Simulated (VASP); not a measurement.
The system is TaN.

```
CELL_PARAMETERS angstrom
2.93800 0.00000 0.00000
-1.46900 2.54438 0.00000
0.00000 0.00000 2.88300
ATOMIC_POSITIONS crystal
Ta 0.00000 0.00000 0.50000
N 0.66667 0.33333 0.00000
```

- Program: VASP 6.6.1
- Task: relaxation of cell and atoms
- Functional: BLYP
- Dispersion: D4
- Potentials or basis: VASP PAW PBE potentials, release 64 (Ta_pv, N)
- Cutoff: 600 eV
- k mesh: 10 × 10 × 9
- Occupations: gaussian, width 0.1 eV
- Spin: no spin polarisation

At the start: pressure 8.2 GPa; volume 10.78 Å³/atom.

Q: How do energy, volume and symmetry change on relaxing?

A: Over 4 steps the energy falls by 6.5 meV/atom and the volume is 11.03 Å³/atom (+2.4 %); space group P-6m2 (No. 187, to 0.05 Å).

The path:
```csv
step,energy change (eV),largest force (eV/Å),pressure (GPa),volume (Å³)
1,0.0000,0.0000,8.23,21.55
2,0.0546,0.0000,-16.20,23.33
3,-0.0130,0.0000,-0.14,22.08
4,-0.0131,0.0000,-0.01,22.07
```

Final structure:
```
Ta N
1.0
     2.95962    0.00000    0.00000
    -1.47981    2.56311    0.00000
     0.00000    0.00000    2.90893
Ta N
1 1
Direct
  0.00000 0.00000 0.50000
  0.66667 0.33333 0.00000
```

Caveat: the PAW data sets were made with another functional, which shifts forces and pressure a little; pairwise dispersion overbinds metals, which lowers pressure and volume.
